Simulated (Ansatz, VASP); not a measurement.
KI in VASP and in Ansatz

```
K I
1.0
     4.29094    0.00000    0.00000
     0.00000    4.29094    0.00000
     0.00000    0.00000    4.29094
K I
1 1
Direct
  0.00000 0.00000 0.00000
  0.50000 0.50000 0.50000
```

Alike in both runs: task single point; functional r2SCAN; k mesh 4 × 4 × 4; no spin polarisation.

|  | VASP | Ansatz |
| --- | --- | --- |
| version | VASP 6.6.1 | Ansatz 0.2.0 |
| potentials or method | VASP PAW PBE potentials, release 64 (K_sv, I) | plane waves, PAW |
| plane-wave cutoff (eV) | 520 | 500 |
| occupations | gaussian, width 0.01 eV | fixed |
| valence electrons in the cell | 16 | 26 |

|  | VASP | Ansatz | Ansatz less VASP |
| --- | --- | --- | --- |
| gap on the k mesh at the Fermi level (eV) | 4.04 | 4.04 | +0.002 |

VASP's potentials were made for PBE, not for r2SCAN. VASP's potentials hold 16 valence electrons a cell and Ansatz's 26, so a difference there can come from the potentials and not from the codes.

Neither program's run includes spin-orbit coupling.
